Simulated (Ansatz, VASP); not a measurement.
## One calculation of Ag2PdS2, two programs

File INCAR:

```
SYSTEM = Ag2PdS2
ALGO = Normal
EDIFF = 1E-6
EDIFFG = -0.08
ENCUT = 600
GGA = PE
IBRION = 2
ISIF = 3
ISMEAR = 0
LASPH = .TRUE.
LCHARG = .FALSE.
LREAL = .FALSE.
LWAVE = .FALSE.
NELM = 80
NSW = 36
PREC = Accurate
SIGMA = 0.15
```

Contents of KPOINTS:

```
k-points
0
G
  3 3 3
  0 0 0
```

The input POSCAR:

```
Ag2PdS2
1.0
   -2.8813805500      2.8813805500      3.1235683000
    2.8813805500     -2.8813805500      3.1235683000
    2.8813805500      2.8813805500     -3.1235683000
Ag Pd S
2 1 2
Direct
    0.7500000000      0.2500000000      0.5000000000
    0.0000000000      0.0000000000      0.0000000000
    0.2500000000      0.7500000000      0.5000000000
    0.6882128800      0.6882128800      0.0000000000
    0.3117871200      0.3117871200      0.0000000000
```

Input for Ansatz:

```yaml
crystal:
  lattice:
    - [-2.88138055, 2.88138055, 3.1235683]
    - [2.88138055, -2.88138055, 3.1235683]
    - [2.88138055, 2.88138055, -3.1235683]
  atoms:
    - { symbol: Ag, position: [0.75, 0.25, 0.5] }
    - { symbol: Ag, position: [0.0, 0.0, 0.0] }
    - { symbol: Pd, position: [0.25, 0.75, 0.5] }
    - { symbol: S, position: [0.68821288, 0.68821288, 0.0] }
    - { symbol: S, position: [0.31178712, 0.31178712, 0.0] }
basis:
  ecutwfc: 420
kpoints:
  mp_grid: { grid: [3, 3, 3] }
hamiltonian:
  xc: pbe
scf:
  occupations: { method: gaussian, width: 0.15 }
  lower_state_search: "off"
output:
  forces: true
  stress: true
  eigenvalues: true
relax:
  adjacent_minimum: "off"
  f_tol: 0.08
  max_steps: 16
  cell: { stress_tol: 0.8 }
```

Alike in both runs: task relaxation of cell and atoms; functional PBE; k mesh 3 × 3 × 3; occupations gaussian, width 0.15 eV; no spin polarisation.

|  | VASP | Ansatz |
| --- | --- | --- |
| version | VASP 6.6.1 | Ansatz 0.2.0 |
| potentials or method | VASP PAW PBE potentials, release 64 (Ag, Pd, S), cutoff 600 eV | scalar-relativistic, plane waves, PAW |
| valence electrons in the cell | 44 | 68 |

Ansatz gave:

- gap on the k mesh at the Fermi level, each at its own relaxed structure (eV): none
- relaxed volume (Å³/atom): 21.73
- relaxed cell length with the largest relative difference (Å): 5.637

Q: What did VASP give for the same quantities?

A: gap on the k mesh at the Fermi level, each at its own relaxed structure (eV): none; relaxed volume (Å³/atom): 21.30; relaxed cell length with the largest relative difference (Å): 5.579.

A gap of «none» marks a metal or a gap that the smearing closes. VASP's potentials hold 44 valence electrons a cell and Ansatz's 68, so a difference there can come from the potentials and not from the codes.

The k mesh is coarse, so the values compare programs but aren't converged.
